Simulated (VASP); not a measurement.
Pt: single point with LDA

Pt:

```xyz
1
Lattice="0.0000 1.9994 1.9994 1.9994 0.0000 1.9994 1.9994 1.9994 0.0000" Properties=species:S:1:pos:R:3 pbc="T T T"
Pt    0.0000    0.0000    0.0000
```

This cell differs from its parent crystal: volume scaled by 1.06.

| Item | Value |
| --- | --- |
| Program | VASP 6.6.1 |
| Task | single point |
| Functional | LDA |
| Potentials or basis | VASP PAW LDA potentials, release 64 (Pt) |
| Cutoff | 520 eV |
| k mesh | 12 × 12 × 12 |
| Occupations | fermi-dirac, width 0.05 eV |
| Spin | no spin polarisation |

```yaml
Pressure: -19.1 GPa
Band_gap_on_the_k_mesh: zero (band 5 reaches 10.48 eV, above the bottom of band 6 at 8.47 eV)
```

Levels at points of the mesh, in eV from the Fermi level:
```csv
k point,band 3,band 4,band 5,band 6,band 7,band 8
"(0.00, 0.00, 0.00)",-3.48,-3.48,-1.49,-1.49,14.75,19.35
"(0.50, 0.00, 0.00)",-3.52,-0.27,0.02,0.02,5.38,14.30
"(0.50, 0.50, 0.00)",0.01,0.42,0.42,1.86,8.23,11.13
```

Run time: 8.1 s on 1 thread of Intel(R) Xeon(R) Platinum 8259CL CPU @ 2.50GHz (Skylake/Cascade Lake), on a shared host, peak memory 0.14 GiB.

Caveat: spin-orbit coupling is left out, which moves the levels of the heavy elements.
